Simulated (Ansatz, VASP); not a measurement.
# MnPt2: VASP beside Ansatz

The input INCAR:

```
ALGO = Normal ; EDIFF = 1E-6
ENCUT = 520 ; GGA = CA
ISIF = 2 ; ISMEAR = -1
ISPIN = 2 ; LASPH = True
LCHARG = False ; LMAXMIX = 4
LORBIT = 11 ; LREAL = False
LWAVE = False ; MAGMOM = 0 0 4
NBANDS = 28 ; NELM = 150
PREC = Accurate ; SIGMA = 0.05
```

Contents of KPOINTS:

```
k-points
0
Gamma
  11 11 4
```

The input POSCAR:

```
MnPt2
1.0
    2.8584044518      0.0000000000      0.0000000000
   -1.4292022259      2.4754508696      0.0000000000
    0.0000000000      0.0000000000      6.5325040000
Pt Mn
2 1
Direct
    0.6666666667      0.3333333333      0.3162060000
    0.3333333333      0.6666666667      0.6837940000
    0.0000000000      0.0000000000      0.0000000000
```

File input.yaml:

```yaml
crystal:
  lattice:
    - [2.8584044518, 0.0, 0.0]
    - [-1.4292022259, 2.4754508696, 0.0]
    - [0.0, 0.0, 6.532504]
  atoms:
    - { symbol: Pt, position: [0.6666666667, 0.3333333333, 0.316206] }
    - { symbol: Pt, position: [0.3333333333, 0.6666666667, 0.683794] }
    - { symbol: Mn, position: [0.0, 0.0, 0.0], spin: 4.0 }
hamiltonian:
  xc: lda
  pseudopotentials: { kind: paw }
magnetization:
  spin_polarized: true
kpoints:
  mp_grid: { grid: [11, 11, 4] }
scf:
  occupations: { method: fermi_dirac, width: 0.05 }
output:
  forces: true
  stress: true
  eigenvalues: true
```

Alike in both runs: task single point; functional LDA; k mesh 11 × 11 × 4; occupations fermi-dirac, width 0.05 eV; collinear spin.

```csv
,VASP,Ansatz
version,VASP 6.6.1,Ansatz 0.2.0
potentials or method,"VASP PAW LDA potentials, release 64 (Pt, Mn_pv)",Ansatz PAW
plane-wave cutoff (eV),520,420
valence electrons in the cell,33,51
```

Ansatz gave:

```
gap on the k mesh at the Fermi level (eV)                     : none
pressure (GPa)                                                : -15.7
traceless stress, the component that is largest in VASP (GPa) : 1.92
rms of the force components (eV/Å)                            : 0.040
net moment per atom (μB)                                      : 1.43
size of the moment on the site where the two differ most (μB) : 3.56
```

Task: What did VASP give for the same quantities?

Result: gap on the k mesh at the Fermi level (eV): none; pressure (GPa): -16.1; traceless stress, the component that is largest in VASP (GPa): 2.09; rms of the force components (eV/Å): 0.047; net moment per atom (μB): 1.39; size of the moment on the site where the two differ most (μB): 3.49.

LDA's correlation is that of Perdew and Zunger in VASP and of Perdew and Wang (1992) in Ansatz. Site moments also hang on the region over which each program counts them. Atom by atom the forces differ by 0.006 eV/Å (rms over components). A gap of «none» marks a metal or a gap that the smearing closes. VASP's potentials hold 33 valence electrons a cell and Ansatz's 51, so a difference there can come from the potentials and not from the codes.

Spin-orbit coupling is off throughout.
